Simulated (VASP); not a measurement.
Li2O: single point with PBE

The system is Li2O.

```xyz
3
Lattice="0.0000 2.3269 2.3269 2.3269 0.0000 2.3269 2.3269 2.3269 0.0000" Properties=species:S:1:pos:R:3 pbc="T T T"
Li    3.4903    3.4903    3.4903
Li    1.1634    1.1634    1.1634
O     0.0000    0.0000    0.0000
```

* Program: VASP 6.6.1
* Task: single point
* Functional: PBE
* Potentials or basis: VASP PAW PBE potentials, release 64 (Li_sv, O)
* Cutoff: 750 eV
* k mesh: 4 × 4 × 4, shifted
* Occupations: tetrahedron
* Spin: no spin polarisation
* Dipole correction: no
* Further INCAR settings: ALGO = Normal; EDIFF = 1e-06; NBANDS = 13; ISYM = 0

The pressure is -1.7 GPa and the band gap on the k mesh is 5.58 eV (least direct gap 5.60 eV).

Levels at points of the mesh, in eV from the valence-band top:
| k point | band 4 | band 5 | band 6 | band 7 | band 8 | band 9 |
| --- | --- | --- | --- | --- | --- | --- |
| (0.00, 0.00, 0.12) | -0.43 | 0.00 | 0.00 | 5.60 | 11.88 | 12.09 |

Run time: 2.3 min on 1 thread of Intel Xeon 8259CL, on a shared host, peak memory 0.2 GiB.

Caveat: the k points lie up to 0.58 Å⁻¹ apart; a shifted mesh leaves out Γ, where band edges can lie. A k mesh can miss the band edges.
